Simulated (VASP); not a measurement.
# Ba2C (Fm-3m) in VASP: vibrations by perturbation theory with PBE

Aim: the vibrations by perturbation theory of Ba2C with PBE.

Everything below comes from runs of VASP 6.6.1. Logs are shortened: lines on timing, memory, paths and dates and some standing lists are left out, and cuts for length are marked.

**1. The cell of the first run**

It takes space group Fm-3m (No. 225, cubic). The conventional cell has a = 7.169 Å, b = 7.169 Å, c = 7.169 Å, α = 90.00°, β = 90.00°, γ = 90.00°. C (site symmetry m-3m) has 8 Ba at 3.10 Å within 4.1 Å. Within 4.1 Å of Ba (site symmetry -43m) lie 4 C at 3.10 Å and 6 Ba at 3.58 Å.

**2. Vibrations by perturbation theory, PBE**

INCAR

```
SYSTEM = Ba2C
  ALGO = Normal
  EDIFF = 1E-8
  ENCUT = 520
  GGA = PE
  IBRION = 8
  ISIF = 2
  ISMEAR = -1
  LASPH = .True.
  LCHARG = .False.
  LREAL = .False.
  LWAVE = .False.
  NELM = 100
  NSW = 1
  PREC = Accurate
  SIGMA = 0.15
```

KPOINTS

```
k-points
0
Gamma
  10 10 10
  0 0 0
```

POSCAR

```
Ba2C
1.0
    0.0000000000      3.5843000000      3.5843000000
    3.5843000000      0.0000000000      3.5843000000
    3.5843000000      3.5843000000      0.0000000000
C Ba
1 2
Direct
    0.0000000000      0.0000000000      0.0000000000
    0.2500000000      0.2500000000      0.2500000000
    0.7500000000      0.7500000000      0.7500000000
```

Potentials or basis: VASP PAW PBE potentials, release 64 (C, Ba_sv).

Run with:

```sh
$ cat potpaw_PBE.64/C/POTCAR potpaw_PBE.64/Ba_sv/POTCAR > POTCAR
$ mpirun -np 1 vasp_std > vasp.out
```

OUTCAR:

```text
SYSTEM = Ba2C
   EDIFF = 1E-8
   ENCUT = 520
   GGA = PE
   IBRION = 8
   ISIF = 2
   ISMEAR = -1
   LASPH = .True.
   LREAL = .False.
   NELM = 100
   NSW = 1
   PREC = Accurate

 ion  position               nearest neighbor table
   1  0.000  0.000  0.000-   3 3.10   3 3.10   3 3.10   2 3.10   3 3.10   2 3.10   2 3.10   2 3.10

   2  0.250  0.250  0.250-   1 3.10   1 3.10   1 3.10   1 3.10   3 3.58   3 3.58   3 3.58   3 3.58
                             3 3.58   3 3.58
   3  0.750  0.750  0.750-   1 3.10   1 3.10   1 3.10   1 3.10   2 3.58   2 3.58   2 3.58   2 3.58
                             2 3.58   2 3.58

  LATTYP: Found a face centered cubic cell.
 ALAT       =     7.1686000000

  Lattice vectors:

 A1 = (   0.0000000000,   3.5843000000,   3.5843000000)
 A2 = (   3.5843000000,   0.0000000000,   3.5843000000)
 A3 = (   3.5843000000,   3.5843000000,   0.0000000000)

Analysis of symmetry for initial positions (statically):
=====================================================================
 Subroutine PRICEL returns:
 Original cell was already a primitive cell.

 Routine SETGRP: Setting up the symmetry group for a
 face centered cubic supercell.

 Subroutine GETGRP returns: Found 48 space group operations
 (whereof 48 operations were pure point group operations)
 out of a pool of 48 trial point group operations.

The static configuration has the point symmetry O_h .

Analysis of symmetry for dynamics (positions and initial velocities):
=====================================================================
 Subroutine PRICEL returns:
 Original cell was already a primitive cell.

 Routine SETGRP: Setting up the symmetry group for a
 face centered cubic supercell.
[... 638 lines left out ...]
     3.584300000  0.000000000  3.584300000     0.139497252 -0.139497252  0.139497252
     3.584300000  3.584300000  0.000000000     0.139497252  0.139497252 -0.139497252

 POSITION                                       TOTAL-FORCE (eV/Angst)
 -----------------------------------------------------------------------------------
      0.00000      0.00000      0.00000        -0.000000      0.000000     -0.000000
      1.79215      1.79215      1.79215        -0.000000     -0.000000     -0.000000
      5.37645      5.37645      5.37645         0.000000      0.000000      0.000000
 -----------------------------------------------------------------------------------
    total drift:                                0.000000     -0.000000      0.000000

  FREE ENERGIE OF THE ION-ELECTRON SYSTEM (eV)
  ---------------------------------------------------
  free  energy   TOTEN  =       -10.8554632625 eV

  energy  without entropy=      -10.7175191861  energy(sigma->0) =      -10.78649122

[... ionic steps 2 to 3 ...]

--------------------------------------- Ionic step        4  -------------------------------------------

------------------------ aborting loop because EDIFF is reached ----------------------------------------

[... ionic steps 5 to 6 ...]

--------------------------------------- Ionic step        7  -------------------------------------------

 Free energy of the ion-electron system (eV)
  ---------------------------------------------------
  ---------------------------------------------------
  free energy    TOTEN  =        -0.20880187 eV

  energy without entropy =       -0.20880186

------------------------ aborting loop because EDIFF is reached ----------------------------------------

 INTERNAL STRAIN TENSOR  FOR ION    2  DIRECTION 1   (eV/Angst):
 -----------------------------------------------------------------------------
     0.00284  0.00000  0.00000
     0.00000 -0.00148 -0.08726
     0.00000 -0.08726 -0.00148

 INTERNAL STRAIN TENSOR FOR ION    3 for displacements in x,y,z  (eV/Angst):
          X           Y           Z          XY          YZ          ZX
  --------------------------------------------------------------------------------
  x     0.00000     0.00000     0.00000     0.00000     0.08726     0.00000
  y     0.00000     0.00000     0.00000     0.00000     0.00000     0.08726
  z     0.00000     0.00000     0.00000     0.08726     0.00000     0.00000

 SECOND DERIVATIVES (NOT SYMMETRIZED)
 ------------------------------------
               1X          1Y          1Z          2X          2Y          2Z          3X          3Y          3Z
  1X    -1.380538    0.000000    0.000000    0.690269    0.000000    0.000000    0.690269    0.000000    0.000000
  1Y     0.000000   -1.380538    0.000000    0.000000    0.690269    0.000000    0.000000    0.690269    0.000000
  1Z     0.000000    0.000000   -1.380538    0.000000    0.000000    0.690269    0.000000    0.000000    0.690269
  2X     0.688402    0.000000    0.000000   -1.708551    0.000000    0.000000    1.020149    0.000000    0.000000
  2Y     0.000000    0.688402    0.000000    0.000000   -1.708551    0.000000    0.000000    1.020149    0.000000
  2Z     0.000000    0.000000    0.688402    0.000000    0.000000   -1.708551    0.000000    0.000000    1.020149
  3X     0.688402    0.000000    0.000000    1.020149    0.000000    0.000000   -1.708551    0.000000    0.000000
  3Y     0.000000    0.688402    0.000000    0.000000    1.020149    0.000000    0.000000   -1.708551    0.000000
  3Z     0.000000    0.000000    0.688402    0.000000    0.000000    1.020149    0.000000    0.000000   -1.708551

 Eigenvectors and eigenvalues of the dynamical matrix
 ----------------------------------------------------

   1 f  =    5.414460 THz    34.020054 2PiTHz  180.606936 cm-1    22.392396 meV
             X         Y         Z           dx          dy          dz
      0.000000  0.000000  0.000000    -0.000000   -0.000000   -0.978882
      1.792150  1.792150  1.792150     0.000000    0.000000    0.144552
      5.376450  5.376450  5.376450    -0.000000   -0.000000    0.144552
[... 43 lines left out ...]
   9 f/i=    0.001467 THz     0.009220 2PiTHz    0.048949 cm-1     0.006069 meV
             X         Y         Z           dx          dy          dz
      0.000000  0.000000  0.000000    -0.002221    0.036501   -0.201130
      1.792150  1.792150  1.792150    -0.007520    0.123589   -0.681009
      5.376450  5.376450  5.376450    -0.007520    0.123589   -0.681009

--------------------------------------------------------------------------------------------------------

 ELASTIC MODULI CONTR FROM IONIC RELAXATION (kBar)
 Direction    XX          YY          ZZ          XY          YZ          ZX
 --------------------------------------------------------------------------------
 XX          -0.0000     -0.0000     -0.0000     -0.0000     -0.0000     -0.0000
 YY          -0.0000     -0.0000     -0.0000     -0.0000     -0.0000     -0.0000
 ZZ          -0.0000     -0.0000     -0.0000     -0.0000     -0.0000     -0.0000
 XY          -0.0000     -0.0000     -0.0000     -0.0971     -0.0000     -0.0000
 YZ          -0.0000     -0.0000     -0.0000     -0.0000     -0.0971     -0.0000
 ZX          -0.0000     -0.0000     -0.0000     -0.0000     -0.0000     -0.0971
 --------------------------------------------------------------------------------
```

Run time: 12 min. Hardware: 1 thread of AMD EPYC 9R45 (Zen 5), shared host; peak memory 0.66 GiB.

Results:

* Highest phonon frequency at Γ, LO-TO splitting left out: 181 cm⁻¹

Phonon frequencies in cm⁻¹ (negative: imaginary):
```
              q point                 frequencies
(0.000, 0.000, 0.000)  0 0 0 74 74 74 181 181 181
```

Caveat: spin-orbit coupling is left out, which moves the levels of the heavy elements.
